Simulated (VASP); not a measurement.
SrCl2:

```
Sr Cl
1.0
     0.00000    3.49765    3.49765
     3.49765    0.00000    3.49765
     3.49765    3.49765    0.00000
Sr Cl
1 2
Direct
  0.00000 0.00000 0.00000
  0.25000 0.25000 0.25000
  0.75000 0.75000 0.75000
```

Base run:

| Item | Value |
| --- | --- |
| Program | VASP 6.6.1 |
| Functional | PBEsol |
| Potentials or basis | VASP PAW PBE potentials, release 64 (Sr_sv, Cl) |
| Cutoff | 500 eV |
| k mesh | 4 × 4 × 4 |
| Occupations | gaussian, width 0.01 eV |
| Spin | no spin polarisation |

Its results: band gap on the k mesh 5.10 eV, indirect (least direct gap 5.36 eV); pressure -1.2 GPa.

Task: The run is repeated on the same cell with these changes: k mesh from 4 × 4 × 4 to 3 × 3 × 3. What comes out?

Result: Band gap on the k mesh 5.29 eV, indirect (least direct gap 5.44 eV); pressure -1.2 GPa.

Caveats: some runs use coarse meshes; the PAW data sets were made with another functional, which shifts forces and pressure a little.

A k mesh can miss the band edges.
